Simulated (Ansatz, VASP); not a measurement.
Ga: VASP beside Ansatz

```
Ga
1.0
     2.31080   -3.87292    0.00000
     2.31080    3.87292    0.00000
     0.00000    0.00000    4.54631
Ga
4
Direct
  0.84421 0.15579 0.08394
  0.65579 0.34421 0.58394
  0.15579 0.84421 0.91606
  0.34421 0.65579 0.41606
```

Alike in both runs: task single point; functional PBE; k mesh 8 × 8 × 7; occupations methfessel-paxton of order 1, width 0.03 eV; no spin polarisation.

|  | VASP | Ansatz |
| --- | --- | --- |
| version | VASP 6.6.1 | Ansatz 0.2.0 |
| potentials or method | VASP PAW PBE potentials, release 64 (Ga_d), cutoff 520 eV | plane waves (420 eV) with PAW, scalar-relativistic |
| valence electrons in the cell | 52 | 52 |

|  | VASP | Ansatz | Ansatz less VASP |
| --- | --- | --- | --- |
| pressure (GPa) | 0.2 | 0.0 | -0.16 |
| traceless stress, the component that is largest in VASP (GPa) | 0.07 | 0.08 | +0.002 |
